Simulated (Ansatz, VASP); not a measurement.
## Two plane-wave programs on Na3Sb4Au

Contents of INCAR:

```
  PREC = Accurate
  ENCUT = 520
  EDIFF = 1E-6
  ISMEAR = 0
  SIGMA = 0.1
  LREAL = False
  LASPH = True
  NELM = 80
  ALGO = Normal
  ISIF = 2
  LWAVE = False
  LCHARG = False
  GGA = PE
  NBANDS = 36
```

The input KPOINTS:

```
regular mesh
0
Gamma
  4 4 4
```

The input POSCAR:

```
Na3Sb4Au
1.0
    5.4678558300      0.0000000000      0.0000000000
    0.0000000000      5.4678558300      0.0000000000
    0.0000000000      0.0000000000      5.4678558300
Na Sb Au
3 4 1
Direct
    0.0000000000      0.5000000000      0.5000000000
    0.5000000000      0.0000000000      0.5000000000
    0.5000000000      0.5000000000      0.0000000000
    0.5000000000      0.0000000000      0.0000000000
    0.5000000000      0.5000000000      0.5000000000
    0.0000000000      0.0000000000      0.5000000000
    0.0000000000      0.5000000000      0.0000000000
    0.0000000000      0.0000000000      0.0000000000
```

Input for Ansatz:

```yaml
crystal:
  lattice:
    - [5.46785583, 0.0, 0.0]
    - [0.0, 5.46785583, 0.0]
    - [0.0, 0.0, 5.46785583]
  atoms:
    - { symbol: Na, position: [0.0, 0.5, 0.5] }
    - { symbol: Na, position: [0.5, 0.0, 0.5] }
    - { symbol: Na, position: [0.5, 0.5, 0.0] }
    - { symbol: Sb, position: [0.5, 0.0, 0.0] }
    - { symbol: Sb, position: [0.5, 0.5, 0.5] }
    - { symbol: Sb, position: [0.0, 0.0, 0.5] }
    - { symbol: Sb, position: [0.0, 0.5, 0.0] }
    - { symbol: Au, position: [0.0, 0.0, 0.0] }
basis:
  ecutwfc: 420
kpoints:
  mp_grid: { grid: [4, 4, 4] }
hamiltonian:
  xc: pbe
scf:
  occupations: { method: gaussian, width: 0.1 }
  lower_state_search: "off"
output:
  forces: true
  stress: true
  eigenvalues: true
```

Change from the starting cell: species swapped into the LiMg3O4 type (Pm-3m, No. 221).

Alike in both runs: task single point; functional PBE; k mesh 4 × 4 × 4; occupations gaussian, width 0.1 eV; no spin polarisation.

|  | VASP | Ansatz |
| --- | --- | --- |
| version | VASP 6.6.1 | Ansatz 0.2.0 |
| potentials or method | VASP PAW PBE potentials, release 64 (Na_pv, Sb, Au), cutoff 520 eV | scalar-relativistic, plane waves, PAW |
| valence electrons in the cell | 52 | 106 |

```csv
,VASP,Ansatz,Ansatz less VASP
gap on the k mesh at the Fermi level (eV),none,none,-
pressure (GPa),21.6,21.6,+0.06
```

A gap of «none» marks a metal or a gap that the smearing closes. VASP's potentials hold 52 valence electrons a cell and Ansatz's 106, so a difference there can come from the potentials and not from the codes.

Neither program's run includes spin-orbit coupling.
